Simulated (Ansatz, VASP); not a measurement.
# One calculation of C, two programs

```
C
1.0
    -1.76586    1.76586    0.00000
     0.00000    0.00000    3.53172
     1.76586    1.76586    0.00000
C
4
Cartesian
  -0.4415 1.3244 1.3244
  1.3244 1.3244 3.0903
  0.4415 0.4415 0.4415
  0.4415 2.2073 2.2073
```

Alike in both runs: task single point; functional LDA; k mesh 10 × 7 × 10; occupations fermi-dirac, width 0.02 eV; no spin polarisation.

|  | VASP | Ansatz |
| --- | --- | --- |
| version | VASP 6.6.1 | Ansatz 0.2.0 |
| potentials or method | VASP PAW LDA potentials, release 64 (C), cutoff 520 eV | all-electron LAPW, scalar-relativistic |

```tsv
	VASP	Ansatz	Ansatz less VASP
gap on the k mesh at the Fermi level (eV)	4.17	4.18	+0.006
pressure (GPa)	1.6	0.1	-1.49
```

LDA's correlation is that of Perdew and Zunger in VASP and of Perdew and Wang (1992) in Ansatz. Ansatz ran all-electron here, and VASP with PAW potentials.
